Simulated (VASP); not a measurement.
Here is a VASP 6.6.1 calculation.

Contents of INCAR:

```
SYSTEM = BaB2Ir2
PREC = Accurate
ENCUT = 520
EDIFF = 1E-7
ISMEAR = 0
SIGMA = 0.1
LREAL = .False.
LASPH = .True.
NELM = 80
ALGO = Fast
ISIF = 2
LWAVE = .False.
LCHARG = .True.
GGA = PS
LELF = .True.
LVHAR = .True.
NBANDS = 25
```

The input KPOINTS:

```
Automatic mesh
0
Gamma
  12 12 12
  0 0 0
```

POSCAR

```
BaB2Ir2
1.0
   -1.9668427104      1.9668427104      5.7449754462
    1.9668427104     -1.9668427104      5.7449754462
    1.9668427104      1.9668427104     -5.7449754462
Ba B Ir
1 2 2
Direct
    0.0000000000      0.0000000000      0.0000000000
    0.3176719077      0.3176719077      0.0000000000
    0.6823280923      0.6823280923      0.0000000000
    0.7500000000      0.2500000000      0.5000000000
    0.2500000000      0.7500000000      0.5000000000
```

Potentials or basis: VASP PAW PBE potentials, release 64 (Ba_sv, B, Ir).

Launch:

```console
$ cat potpaw_PBE.64/Ba_sv/POTCAR potpaw_PBE.64/B/POTCAR potpaw_PBE.64/Ir/POTCAR > POTCAR
$ mpirun -np 1 vasp_std > vasp.out
```

Task: Predict the largest force.

Result: 0.073 eV/Å.

Task: Predict the pressure.

Result: -1.7 GPa.

Stress tensor (GPa, compression positive):
```
-1.63  0.00  0.00
 0.00 -1.63  0.00
 0.00  0.00 -1.73
```

Caveat: the PAW data sets were made with another functional, which shifts forces and pressure a little.
